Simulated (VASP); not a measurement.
# Mo (P6/mmm) in VASP: further runs, part 2 of 2

VASP 6.6.1.

### 4 Single point, PBE

This run uses another cell than the first one, of 10.92 Å³/atom, 1.182 times its volume.

Contents of INCAR:

```
PREC = Accurate
ENCUT = 520
EDIFF = 1E-7
ISMEAR = -1
SIGMA = 0.08
LREAL = F
LASPH = T
NELM = 100
ALGO = Normal
ISIF = 2
LWAVE = F
LCHARG = F
GGA = PE
NBANDS = 13
```

Contents of KPOINTS:

```
Automatic mesh
0
Gamma
  18 18 16
```

Contents of POSCAR:

```
Mo
1.0
    2.3935670249      0.0000000000      0.0000000000
   -1.1967835124      2.0728898493      0.0000000000
    0.0000000000      0.0000000000      2.2006515249
Mo
1
Direct
    0.0000000000      0.0000000000      0.0000000000
```

Command:

```console
cat potpaw_PBE.64/Mo_sv/POTCAR > POTCAR
mpirun -np 1 vasp_std > vasp.out
```

Wall time 12 s (1 thread of Intel Xeon 6975P-C (Granite Rapids), shared host); peak memory 0.15 GiB.

It converged, with:

| Item | Value |
| --- | --- |
| Free energy | -7.2775 eV |
| Pressure | 217.9 GPa |
| Band gap on the k mesh | zero (band 7 reaches 20.85 eV, above the bottom of band 8 at 16.99 eV) |

Stress tensor (GPa, compression positive):
```
216.96   0.00   0.00
  0.00 216.96   0.00
  0.00   0.00 219.66
```

Levels at points of the mesh, in eV from the Fermi level:
```csv
k point,band 3,band 4,band 5,band 6,band 7,band 8,band 9,band 10,band 11,band 12
"(0.00, 0.00, 0.00)",-33.43,-32.97,-7.63,-6.98,-2.01,-2.01,7.31,7.31,12.67,20.47
"(0.50, 0.00, 0.00)",-34.42,-32.44,-8.03,-4.32,1.53,3.03,6.04,7.37,16.50,17.30
"(0.00, 0.00, 0.50)",-32.85,-32.85,-3.97,-0.39,-0.39,0.80,0.80,1.11,16.89,18.01
"(0.50, 0.00, 0.50)",-36.77,-33.76,-9.43,-5.47,-1.47,7.49,8.16,10.80,12.53,22.85
```

### 5 Single point, PBE

Contents of INCAR:

```
SYSTEM = Mo
  PREC = Accurate
  ENCUT = 520
  EDIFF = 1E-6
  ISMEAR = -1
  SIGMA = 0.08
  LREAL = .False.
  LASPH = .True.
  NELM = 60
  ALGO = Normal
  ISIF = 2
  LWAVE = .False.
  LCHARG = .False.
  GGA = PE
  NBANDS = 13
```

Contents of KPOINTS:

```
regular mesh
0
Gamma
  18 18 16
  0 0 0
```

POSCAR is that of step 4.

Command:

```console
cat potpaw_PBE.64/Mo_sv/POTCAR > POTCAR
mpirun -np 1 vasp_std > vasp.out
```

It took 12 s on 1 thread of Intel Xeon 6975P-C (Granite Rapids), shared host; peak memory 0.15 GiB.

It converged, with:

```
Free energy            : -7.2775 eV
Pressure               : 217.9 GPa
Band gap on the k mesh : zero (band 7 reaches 20.85 eV, above the bottom of band 8 at 16.99 eV)
```

Stress tensor (GPa, compression positive):
```
216.96   0.00   0.00
  0.00 216.96   0.00
  0.00   0.00 219.66
```

Levels at points of the mesh, in eV from the Fermi level:
```csv
k point,band 4,band 5,band 6,band 7,band 8,band 9,band 10,band 11
"(0.00, 0.00, 0.00)",-32.97,-7.63,-6.98,-2.01,-2.01,7.31,7.31,12.67
"(0.50, 0.00, 0.00)",-32.44,-8.03,-4.32,1.53,3.03,6.04,7.37,16.50
"(0.00, 0.00, 0.50)",-32.85,-3.97,-0.39,-0.39,0.80,0.80,1.11,16.89
"(0.50, 0.00, 0.50)",-33.76,-9.43,-5.47,-1.47,7.49,8.16,10.80,12.53
```

### 6 Single point, PBE

This run uses another cell than the first one, of 12.60 Å³/atom, 1.364 times its volume.

Contents of INCAR:

```
SYSTEM = Mo
PREC = Accurate
ENCUT = 520
EDIFF = 1E-7
ISMEAR = -1
SIGMA = 0.08
LREAL = .False.
LASPH = .True.
NELM = 100
ALGO = Normal
ISIF = 2
LWAVE = .False.
LCHARG = .False.
GGA = PE
NBANDS = 13
```

Contents of KPOINTS:

```
Automatic mesh
0
Gamma
  18 18 16
  0 0 0
```

Contents of POSCAR:

```
Mo
1.0
    2.5164775559      0.0000000000      0.0000000000
   -1.2582387780      2.1793334915      0.0000000000
    0.0000000000      0.0000000000      2.2972287741
Mo
1
Direct
    0.0000000000      0.0000000000      0.0000000000
```

Potentials or basis: VASP PAW PBE potentials, release 64 (Mo_sv).

Command:

```console
cat potpaw_PBE.64/Mo_sv/POTCAR > POTCAR
mpirun -np 1 vasp_std > vasp.out
```

OUTCAR:

```text
SYSTEM = Mo
   PREC = Accurate
   ENCUT = 520
   EDIFF = 1E-7
   ISMEAR = -1
   LREAL = .False.
   LASPH = .True.
   NELM = 100
   ISIF = 2
   GGA = PE

 ion  position               nearest neighbor table
   1  0.000  0.000  0.000-

  LATTYP: Found a hexagonal cell.
 ALAT       =     2.5164775559
 C/A-ratio  =     0.9128747319

  Lattice vectors:

 A1 = (   2.5164775559,   0.0000000000,   0.0000000000)
 A2 = (  -1.2582387780,   2.1793334915,   0.0000000000)
 A3 = (   0.0000000000,   0.0000000000,   2.2972287741)

Analysis of symmetry for initial positions (statically):
=====================================================================
 Subroutine PRICEL returns:
 Original cell was already a primitive cell.

 Routine SETGRP: Setting up the symmetry group for a
 hexagonal supercell.

 Subroutine GETGRP returns: Found 24 space group operations
 (whereof 24 operations were pure point group operations)
 out of a pool of 24 trial point group operations.

The static configuration has the point symmetry D_6h.

Analysis of symmetry for dynamics (positions and initial velocities):
[... 159 lines left out ...]
 val. band max:       16.1335583539   @ k =   0.2222   0.0000   0.4375
 cond. band min:      16.1407145583   @ k =   0.5000   0.0000   0.0625
 fundamental gap:      0.0071562044
 Fermi energy:        16.1349052161

 k-point     1 :       0.0000    0.0000    0.0000
  band No.  band energies     occupation
      1     -45.2323      2.00000
      2     -17.6317      2.00000
      3     -17.6317      2.00000
      4     -17.2117      2.00000
      5       8.7307      2.00000
      6      10.1290      2.00000
      7      14.6112      2.00000
      8      14.6112      2.00000
      9      22.2807      0.00000
     10      22.2807      0.00000
     11      28.9853      0.00000
     12      35.2334      0.00000
     13      39.8187      0.00000
[... 354 lines left out ...]
  band No.  band energies     occupation
      1     -44.6506      2.00000
      2     -20.3490      2.00000
      3     -18.5098      2.00000
      4     -16.8751      2.00000
      5      10.1729      2.00000
      6      12.1325      2.00000
      7      16.8590      0.00023
      8      17.9912      0.00000
      9      20.9039      0.00000
     10      22.7700      0.00000
     11      29.6072      0.00000
     12      31.0438      0.00000
     13      35.5762      0.00000

 [... further k-points ...]
[... 5 lines left out ...]
  --------------------------------------------------------------------------------------
  -------------------------------------------------------------------------------------
  Total        8.5518306      8.5518306      8.6772136     -0.0000000     -0.0000000      0.0000000
  in kB     1087.5485950   1087.5485951   1103.4937278     -0.0000000     -0.0000000      0.0000000
  external PRESSURE =    1092.8636393 kB  Pullay stress =       0.0000000 kB

 VOLUME and BASIS-vectors are now :
 -----------------------------------------------------------------------------
  energy-cutoff  :      520.00
  volume of cell :       12.60
      direct lattice vectors                 reciprocal lattice vectors
     2.516477556  0.000000000  0.000000000     0.397380854  0.229427943  0.000000000
    -1.258238778  2.179333491  0.000000000     0.000000000  0.458855886  0.000000000
     0.000000000  0.000000000  2.297228774     0.000000000  0.000000000  0.435307102

 POSITION                                       TOTAL-FORCE (eV/Angst)
 -----------------------------------------------------------------------------------
      0.00000      0.00000      0.00000         0.000000      0.000000      0.000000
 -----------------------------------------------------------------------------------
    total drift:                               -0.000000      0.000000      0.000000

  FREE ENERGIE OF THE ION-ELECTRON SYSTEM (eV)
  ---------------------------------------------------
  free  energy   TOTEN  =        -8.9353437614 eV

  energy  without entropy=       -8.9197357608  energy(sigma->0) =       -8.92753976
```

It took 18 s on 1 thread of Intel Xeon 6975P-C (Granite Rapids), shared host; peak memory 0.16 GiB.

What came out:

| Quantity | Value |
| --- | --- |
| Free energy | -8.9353 eV |
| Pressure | 109.3 GPa |
| Band gap on the k mesh | zero (band 7 reaches 17.86 eV, above the bottom of band 8 at 14.61 eV) |

Levels at points of the mesh, in eV from the Fermi level:
| k point | band 4 | band 5 | band 6 | band 7 | band 8 | band 9 | band 10 | band 11 |
| --- | --- | --- | --- | --- | --- | --- | --- | --- |
| (0.00, 0.00, 0.00) | -33.35 | -7.40 | -6.01 | -1.52 | -1.52 | 6.15 | 6.15 | 12.85 |
| (0.50, 0.00, 0.00) | -33.01 | -6.74 | -3.98 | 1.62 | 2.08 | 5.16 | 6.13 | 13.94 |
| (0.00, 0.00, 0.50) | -33.36 | -3.89 | -0.16 | -0.16 | 0.69 | 0.69 | 0.74 | 15.23 |
| (0.50, 0.00, 0.50) | -33.97 | -7.79 | -4.50 | -1.15 | 6.77 | 7.34 | 9.02 | 10.29 |

### 7 Overview

| cell | gap on the mesh (eV) | pressure (GPa) |
| --- | --- | --- |
| a = 2.255, b = 2.255, c = 2.098 Å, angles 90.0, 90.0, 120.0°, 1 atom | none | 423.3 |
| a = 2.394, b = 2.394, c = 2.201 Å, angles 90.0, 90.0, 120.0°, 1 atom | none | 217.9 |
| a = 2.516, b = 2.516, c = 2.297 Å, angles 90.0, 90.0, 120.0°, 1 atom | none | 109.3 |

Alike in all rows: task single point; level PBE; potentials or basis VASP PAW PBE potentials, release 64 (Mo_sv); no spin polarisation; k mesh 18 × 18 × 16; cutoff (eV) 520; smearing fermi-dirac 0.08 eV.

Total energies depend on the potentials used, so only differences within one code and one set of settings carry meaning.
